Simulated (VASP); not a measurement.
Here is a VASP 6.6.1 calculation.

The input INCAR:

```
PREC     = Accurate       # precision mode
ENCUT    = 520            # plane-wave cutoff, eV
EDIFF    = 1E-7           # SCF threshold, eV
ISMEAR   = -1             # smearing method
SIGMA    = 0.05           # smearing width, eV
LREAL    = False          # projectors in reciprocal space
LASPH    = True           # aspherical terms in the spheres
NELM     = 100            # most SCF steps
ALGO     = Normal         # electronic algorithm
ISIF     = 2              # what is computed and relaxed
LWAVE    = False          # write WAVECAR
LCHARG   = True           # write CHGCAR
GGA      = PS             # functional
LELF     = True           # ELF
LVHAR    = True         
NBANDS   = 14             # bands
```

Contents of KPOINTS:

```
Automatic mesh
0
Gamma
  12 12 12
```

Contents of POSCAR:

```
Re
1.0
    0.0000000000      2.4228446921      2.4228446921
    2.4228446921      0.0000000000      2.4228446921
    2.4228446921      2.4228446921      0.0000000000
Re
2
Direct
   -0.1250000000     -0.1250000000     -0.1250000000
    0.1250000000      0.1250000000      0.1250000000
```

Potentials or basis: VASP PAW PBE potentials, release 64 (Re).

The run is started by

```bash
$ cat potpaw_PBE.64/Re/POTCAR > POTCAR
$ mpirun -np 1 vasp_std > vasp.out
```

(1) What does it give for the pressure?

(2) What does it give for the band gap on the k mesh?

Answers

(1) 178.7 GPa.

(2) zero (band 7 reaches 9.28 eV, above the bottom of band 8 at 7.24 eV).

Caveat: the PAW data sets were made with another functional, which shifts forces and pressure a little; spin-orbit coupling is left out, which moves the levels of the heavy elements.
